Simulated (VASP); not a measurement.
# CO2 (P2_1/c) in VASP: notebook

The runs below take CO2 through single point, with PBE.

Program: VASP 6.6.1. These are calculated values, not measurements. Logs are shortened: lines on timing, memory, paths and dates and some standing lists are left out, and cuts for length are marked.

### Step 1. The cell of the first run

Symmetry: P2_1/c, No. 14, monoclinic system. The conventional cell has a = 6.096 Å, b = 6.058 Å, c = 6.216 Å, α = 90.00°, β = 102.71°, γ = 90.00°. Within 1.5 Å of C (site symmetry -1) lie 2 O at 1.09 Å. C (site symmetry -1) has 2 O at 1.27 Å within 1.7 Å. Within 1.5 Å of O (site symmetry 1) lie 1 C at 1.09 Å. O (site symmetry 1) has 1 C at 1.27 Å within 1.7 Å.

### Step 2. Single point, PBE (engineering shear strain xz -0.2250, normal strain along z +0.0200)

File INCAR:

```
SYSTEM = CO2
ALGO = Normal
EDIFF = 1E-7
ENCUT = 520
GGA = PE
ISIF = 2
ISMEAR = 0
LASPH = .True.
LCHARG = .False.
LREAL = .False.
LWAVE = .False.
NBANDS = 44
NELM = 100
PREC = Accurate
SIGMA = 0.05
```

File KPOINTS:

```
k-points
0
Gamma
  4 4 4
  0 0 0
```

File POSCAR:

```
CO2
1.0
    6.0577362522      0.0000000000     -0.6814953284
    0.0000000000      6.0577362522      0.0000000000
   -0.6814953284      0.0000000000      6.1788909772
C O
4 8
Direct
    0.0000000000      0.0000000000      0.0000000000
    0.5000000000      0.0000000000      0.5000000000
    0.5000000000      0.5000000000      0.0000000000
    0.0000000000      0.5000000000      0.5000000000
    0.1114834447      0.1114834447      0.1114834447
    0.3885165553      0.8885165553      0.6114834447
    0.6114834447      0.3885165553      0.8885165553
    0.8885165553      0.6114834447      0.3885165553
    0.8885165553      0.8885165553      0.8885165553
    0.6114834447      0.1114834447      0.3885165553
    0.3885165553      0.6114834447      0.1114834447
    0.1114834447      0.3885165553      0.6114834447
```

Potentials or basis: VASP PAW PBE potentials, release 64 (C, O).

The run is started by

```console
> cat potpaw_PBE.64/C/POTCAR potpaw_PBE.64/O/POTCAR > POTCAR
> mpirun -np 1 vasp_std > vasp.out
```

OUTCAR:

```text
SYSTEM = CO2
   EDIFF = 1E-7
   ENCUT = 520
   GGA = PE
   ISIF = 2
   ISMEAR = 0
   LASPH = .True.
   LREAL = .False.
   NELM = 100
   PREC = Accurate

 ion  position               nearest neighbor table
   1  0.000  0.000  0.000-   5 1.09   9 1.09
   2  0.500  0.000  0.500-   6 1.27  10 1.27
   3  0.500  0.500  0.000-   7 1.27  11 1.27
   4  0.000  0.500  0.500-   8 1.09  12 1.09
   5  0.111  0.111  0.111-   1 1.09
   6  0.389  0.889  0.611-   2 1.27
   7  0.611  0.389  0.889-   3 1.27
   8  0.889  0.611  0.389-   4 1.09
   9  0.889  0.889  0.889-   1 1.09
  10  0.611  0.111  0.389-   2 1.27
  11  0.389  0.611  0.111-   3 1.27
  12  0.111  0.389  0.611-   4 1.09

  LATTYP: Found a simple monoclinic cell.
 ALAT       =     6.0959498344
 B/A-ratio  =     0.9937313162
 C/A-ratio  =     1.0197524591
 COS(beta)  =    -0.2200630274

  Lattice vectors:

 A1 = (   6.0577362522,   0.0000000000,  -0.6814953284)
 A2 = (   0.0000000000,   6.0577362522,   0.0000000000)
 A3 = (  -0.6814953284,   0.0000000000,   6.1788909772)

Analysis of symmetry for initial positions (statically):
=====================================================================
 Subroutine PRICEL returns:
 Original cell was already a primitive cell.

 Routine SETGRP: Setting up the symmetry group for a
 simple monoclinic supercell.

 Subroutine GETGRP returns: Found  4 space group operations
 (whereof  2 operations were pure point group operations)
 out of a pool of  4 trial point group operations.

The static configuration has the point symmetry S_2 .
 The point group associated with its full space group is C_2h.

Analysis of symmetry for dynamics (positions and initial velocities):
=====================================================================
 Subroutine PRICEL returns:
 Original cell was already a primitive cell.

 Routine SETGRP: Setting up the symmetry group for a
 simple monoclinic supercell.

 Subroutine GETGRP returns: Found  4 space group operations
 (whereof  2 operations were pure point group operations)
 out of a pool of  4 trial point group operations.

The dynamic configuration has the point symmetry S_2 .
 The point group associated with its full space group is C_2h.

 Subroutine INISYM returns: Found  4 space group operations
 (whereof  2 operations are pure point group operations),
 and found     1 'primitive' translations

----------------------------------------------------------------------------------------

                                     Primitive cell

  volume of cell :     223.9282

  direct lattice vectors                    reciprocal lattice vectors
     6.057736252  0.000000000 -0.681495328     0.167152207  0.000000000  0.018435905
     0.000000000  6.057736252  0.000000000     0.000000000  0.165078168  0.000000000
    -0.681495328  0.000000000  6.178890977     0.018435905  0.000000000  0.163874713

  length of vectors
     6.095949834  6.057736252  6.216359834     0.168165820  0.165078168  0.164908472

  position of ions in fractional coordinates (direct lattice)
     0.000000000  0.000000000  0.000000000
     0.500000000  0.000000000  0.500000000
     0.500000000  0.500000000  0.000000000
     0.000000000  0.500000000  0.500000000
     0.111483445  0.111483445  0.111483445
     0.388516555  0.888516555  0.611483445
     0.611483445  0.388516555  0.888516555
     0.888516555  0.611483445  0.388516555
     0.888516555  0.888516555  0.888516555
     0.611483445  0.111483445  0.388516555
     0.388516555  0.611483445  0.111483445
     0.111483445  0.388516555  0.611483445

  ion indices of the primitive-cell ions
   primitive index   ion index
                 1           1
                 2           2
                 3           3
                 4           4
                 5           5
                 6           6
                 7           7
                 8           8
                 9           9
                10          10
                11          11
                12          12

----------------------------------------------------------------------------------------

 KPOINTS: k-points

Automatic generation of k-mesh.
 Grid dimensions read from file:
 generate k-points for:    4    4    4

 Generating k-lattice:

  Cartesian coordinates                     Fractional coordinates (reciprocal lattice)
     0.041788052  0.000000000  0.004608976     0.250000000  0.000000000  0.000000000
     0.000000000  0.041269542  0.000000000     0.000000000  0.250000000  0.000000000
     0.004608976  0.000000000  0.040968678     0.000000000  0.000000000  0.250000000

  Length of vectors
     0.042041455  0.041269542  0.041227118

  Shift w.r.t. Gamma in fractional coordinates (k-lattice)
     0.000000000  0.000000000  0.000000000

 Subroutine IBZKPT returns following result:
 ===========================================

 Found     30 irreducible k-points:

 Following reciprocal coordinates:
            Coordinates               Weight
  0.000000  0.000000  0.000000      1.000000
  0.250000  0.000000  0.000000      2.000000
  0.500000  0.000000  0.000000      1.000000
  0.000000  0.250000  0.000000      2.000000
  0.250000  0.250000  0.000000      4.000000
  0.500000  0.250000  0.000000      2.000000
[... 16 lines left out ...]
  0.250000  0.000000  0.500000      2.000000
  0.500000  0.000000  0.500000      1.000000
 [... further k-points ...]
   k-points           NKPTS =     30   k-points in BZ     NKDIM =     30   number of bands    NBANDS=     44
   number of dos      NEDOS =    301   number of ions     NIONS =     12
   total plane-waves  NPLWV = 110592
   dimension x,y,z NGX =    48 NGY =   48 NGZ =   48
   dimension x,y,z NGXF=    96 NGYF=   96 NGZF=   96
   ions per type =               4   8
   NGX,Y,Z   is equivalent  to a cutoff of  13.09, 13.17, 12.84 a.u.
   NGXF,Y,Z  is equivalent  to a cutoff of  26.18, 26.35, 25.67 a.u.
 SYSTEM =  CO2
   PREC   = accura    normal or accurate (medium, high low for compatibility)
   ISTART =      0    job   : 0-new  1-cont  2-samecut
   ICHARG =      2    charge: 1-file 2-atom 10-const
   ISPIN  =      1    spin polarized calculation?
   LNONCOLLINEAR =      F non collinear calculations
   LSORBIT =      F    spin-orbit coupling
   LASPH  =      T    aspherical Exc in radial PAW
   ENCUT  =  520.0 eV  38.22 Ry    6.18 a.u.  11.33 11.26 11.56*2*pi/ulx,y,z
   NELM   =    100;   NELMIN=  2; NELMDL= -5     # of ELM steps
   EDIFF  = 0.1E-06   stopping-criterion for ELM
   LREAL  =      F    real-space projection
   EDIFFG = 0.1E-05   stopping-criterion for IOM
   NSW    =      0    number of steps for IOM
   IBRION =     -1    ionic relax: 0-MD 1-quasi-New 2-CG
   NFREE  =      0    steps in history (QN), initial steepest desc. (CG)
   ISIF   =      2    stress and relaxation
   ISYM   =      2    0-nonsym 1-usesym 2-fastsym
   POTIM  = 0.5000    time-step for ionic-motion
   TEBEG  =    0.0;   TEEND  =   0.0 temperature during run
   PSTRESS=    0.0 pullay stress
   NELECT =      64.0000    total number of electrons
   NUPDOWN=      -1.0000    fix difference up-down
   EMIN   =  10.00;   EMAX   =-10.00  energy-range for DOS
   EFERMI =   0.00;   METHOD = LEGACY
   ISMEAR =     0;   SIGMA  =   0.05  broadening in eV -4-tet -1-fermi 0-gaus
   EFERMI_NEDOS =   21; number of points for ismear=-14 and -15
   IALGO  =     38    algorithm
   IMIX   =      4    mixing-type and parameters
     AMIX     =   0.40;   BMIX     =  1.00
     AMIX_MAG =   1.60;   BMIX_MAG =  1.00
  volume/ion in A,a.u.               =      18.66       125.93
  Fermi-wavevector in a.u.,A,eV,Ry     =   1.078364  2.037812 15.821781  1.162868
  Thomas-Fermi vector in A             =   2.214300
   LORBIT       =      0    0 simple, 1 ext, 2 COOP (PROOUT), +10 PAW based schemes
   GGA     = PE    functional components
   LHFCALC =     F    Hartree Fock is set to
   AEXX    =    0.0000 exact exchange contribution
   IVDW    =     0    specifies the selected vdW correction
   LEPSILON=     F    determine dielectric tensor
   LRPA    =     F    only Hartree local field effects (RPA)
 non-spin polarized calculation
 Gauss-broadening in eV      SIGMA  =   0.05
  energy-cutoff  :      520.00
  volume of cell :      223.93
 maximum number of plane-waves:      6066
 NGX is ok and might be reduce to    48
   NGX = 23   NGY = 23   NGZ = 23

 number of electron      64.0000005 magnetization

 Free energy of the ion-electron system (eV)
  ---------------------------------------------------
  ext. energy  EPLUGINS =         0.00000000
  ---------------------------------------------------
  free energy    TOTEN  =       -89.03886542 eV

  energy without entropy =      -89.03886542  energy(sigma->0) =      -89.03886542

 E-fermi :  -4.4699     XC(G=0):  -6.8452

 val. band max:       -4.7465189372   @ k =   0.0000   0.0000   0.0000
 cond. band min:       1.4979653165   @ k =   0.0000   0.0000   0.0000
 fundamental gap:      6.2444842537
 Fermi energy:        -4.4699409454

 k-point     1 :       0.0000    0.0000    0.0000
  band No.  band energies     occupation
      1     -26.1840      2.00000
      2     -26.1571      2.00000
      3     -25.2253      2.00000
      4     -25.2166      2.00000
      5     -23.9849      2.00000
      6     -23.9283      2.00000
[... 36 lines left out ...]
     43       5.1997      0.00000
     44       5.7599      0.00000

 k-point     2 :       0.2500    0.0000    0.0000
  band No.  band energies     occupation
      1     -26.1836      2.00000
      2     -26.1571      2.00000
      3     -25.2259      2.00000
      4     -25.2166      2.00000
      5     -23.9851      2.00000
      6     -23.9280      2.00000
[... 1026 lines left out ...]
 k-point    24 :       0.5000    0.0000    0.5000
  band No.  band energies     occupation
      1     -26.1703      2.00000
      2     -26.1703      2.00000
      3     -25.2210      2.00000
      4     -25.2210      2.00000
      5     -23.9570      2.00000
      6     -23.9570      2.00000
[... 36 lines left out ...]
     43       5.2237      0.00000
     44       5.2237      0.00000

 [... further k-points ...]

------------------------ aborting loop because EDIFF is reached ----------------------------------------

  FORCE on cell =-STRESS in cart. coord.  units (eV):
  Direction    XX          YY          ZZ          XY          YZ          ZX
  --------------------------------------------------------------------------------------
  -------------------------------------------------------------------------------------
  Total        3.3841572      9.3681977      3.2463391      0.0000000      0.0000000     28.6805798
  in kB       24.2132078     67.0282455     23.2271373      0.0000000      0.0000000    205.2058469
  external PRESSURE =      38.1561969 kB  Pullay stress =       0.0000000 kB

 VOLUME and BASIS-vectors are now :
 -----------------------------------------------------------------------------
  energy-cutoff  :      520.00
  volume of cell :      223.93
      direct lattice vectors                 reciprocal lattice vectors
     6.057736252  0.000000000 -0.681495328     0.167152207  0.000000000  0.018435905
     0.000000000  6.057736252  0.000000000     0.000000000  0.165078168  0.000000000
    -0.681495328  0.000000000  6.178890977     0.018435905  0.000000000  0.163874713

 POSITION                                       TOTAL-FORCE (eV/Angst)
 -----------------------------------------------------------------------------------
      0.00000      0.00000      0.00000         0.000000     -0.000000      0.000000
      2.68812      0.00000      2.74870         0.000000     -0.000000      0.000000
      3.02887      3.02887     -0.34075         0.000000     -0.000000      0.000000
     -0.34075      3.02887      3.08945         0.000000     -0.000000      0.000000
      0.59936      0.67534      0.61287         6.357963      7.204382      6.553875
      1.93681      5.38240      3.51352         4.008425      3.627851     -4.161522
      3.09869      2.35353      5.07332        -4.008425      3.627851      4.161522
      5.11763      3.70421      1.79508        -6.357963      7.204382     -6.553875
      4.77688      5.38240      4.88453        -6.357963     -7.204382     -6.553875
      3.43943      0.67534      1.98388        -4.008425     -3.627851      4.161522
      2.27756      3.70421      0.42407         4.008425     -3.627851     -4.161522
      0.25861      2.35353      3.70231         6.357963     -7.204382      6.553875
 -----------------------------------------------------------------------------------
    total drift:                               -0.000000      0.000000      0.000000

  FREE ENERGIE OF THE ION-ELECTRON SYSTEM (eV)
  ---------------------------------------------------
  free  energy   TOTEN  =       -89.0388654214 eV

  energy  without entropy=      -89.0388654214  energy(sigma->0) =      -89.03886542
```

Run time: 2.9 min. Hardware: 1 thread of AMD EPYC 9R45 (Zen 5), shared host; peak memory 0.4 GiB.

What came out:

```
Free energy            : -89.0389 eV
Pressure               : 3.8 GPa
Largest force          : 11.631 eV/Å
Band gap on the k mesh : 6.24 eV
```

Forces on the atoms (eV/Å):
```
C    0.000  0.000  0.000
C    0.000  0.000  0.000
C    0.000  0.000  0.000
C    0.000  0.000  0.000
O    6.358  7.204  6.554
O    4.008  3.628 -4.162
O   -4.008  3.628  4.162
O   -6.358  7.204 -6.554
O   -6.358 -7.204 -6.554
O   -4.008 -3.628  4.162
O    4.008 -3.628 -4.162
O    6.358 -7.204  6.554
```

Stress tensor (GPa, compression positive):
```
 2.42  0.00 20.52
 0.00  6.70  0.00
20.52  0.00  2.32
```

Caveat: the cell differs from its parent crystal (engineering shear strain xz -0.2250, normal strain along z +0.0200); the cell stands under pressure; this functional lacks dispersion, which holds the molecules together, so the pressure and a relaxed volume are unreliable; forces of over 1 eV/Å act on the atoms, so gaps and moduli don't describe the material at rest. A k mesh can miss the band edges.

### Step 3. Single point, PBE (engineering shear strain xz -0.0750, normal strain along z +0.0100)

Changes to INCAR since step 2:

```diff
@@ -2,3 +2,3 @@
 ALGO = Normal
-EDIFF = 1E-7
+EDIFF = 1E-6
 ENCUT = 520
@@ -12,3 +12,3 @@
 NBANDS = 44
-NELM = 100
+NELM = 80
 PREC = Accurate
```

KPOINTS is that of step 2.

Changes to POSCAR since step 2:

```diff
@@ -2,5 +2,5 @@
 1.0
-    6.0577362522      0.0000000000     -0.6814953284
+    6.0577362522      0.0000000000     -0.2271651095
     0.0000000000      6.0577362522      0.0000000000
-   -0.6814953284      0.0000000000      6.1788909772
+   -0.2271651095      0.0000000000      6.1183136147
 C O
```

Potentials or basis: VASP PAW PBE potentials, release 64 (C, O).

The run is started by

```console
> cat potpaw_PBE.64/C/POTCAR potpaw_PBE.64/O/POTCAR > POTCAR
> mpirun -np 1 vasp_std > vasp.out
```

Run time: 2.3 min. Hardware: 1 thread of AMD EPYC 9R45 (Zen 5), shared host; peak memory 0.4 GiB.

It converged, with:

* Free energy: -91.9162 eV
* Pressure: 0.8 GPa
* Largest force: 3.579 eV/Å
* Band gap on the k mesh: 6.55 eV

Forces in eV/Å, atoms in the order of the input:
```
C    0.000  0.000  0.000
C    0.000  0.000  0.000
C    0.000  0.000  0.000
C    0.000  0.000  0.000
O    2.024  2.111  2.063
O    1.470  1.422 -1.506
O   -1.470  1.422  1.506
O   -2.024  2.111 -2.063
O   -2.024 -2.111 -2.063
O   -1.470 -1.422  1.506
O    1.470 -1.422 -1.506
O    2.024 -2.111  2.063
```

Stress tensor (GPa, compression positive):
```
0.62 0.00 6.94
0.00 1.10 0.00
6.94 0.00 0.59
```

Levels at points of the mesh, in eV from the valence-band top:
| k point | band 30 | band 31 | band 32 | band 33 | band 34 | band 35 |
| --- | --- | --- | --- | --- | --- | --- |
| (0.00, 0.00, 0.00) | -0.09 | -0.01 | 0.00 | 6.55 | 7.72 | 7.74 |
| (0.50, 0.00, 0.00) | -0.14 | -0.11 | -0.02 | 7.65 | 7.68 | 7.79 |
| (0.00, 0.50, 0.00) | -0.15 | -0.05 | -0.05 | 7.75 | 7.75 | 7.83 |
| (0.50, 0.50, 0.00) | -0.16 | -0.13 | -0.13 | 7.76 | 7.76 | 7.81 |
| (0.00, 0.00, 0.50) | -0.16 | -0.05 | -0.05 | 7.76 | 7.76 | 7.82 |
| (0.50, 0.00, 0.50) | -0.15 | -0.12 | -0.12 | 7.77 | 7.77 | 7.79 |
| (0.00, 0.50, 0.50) | -0.16 | -0.14 | -0.14 | 7.64 | 7.64 | 8.07 |
| (0.50, 0.50, 0.50) | -0.15 | -0.13 | -0.13 | 7.69 | 7.69 | 8.00 |

Caveat: the cell differs from its parent crystal (engineering shear strain xz -0.0750, normal strain along z +0.0100); this functional lacks dispersion, which holds the molecules together, so the pressure and a relaxed volume are unreliable; forces of over 1 eV/Å act on the atoms, so gaps and moduli don't describe the material at rest. A k mesh can miss the band edges.
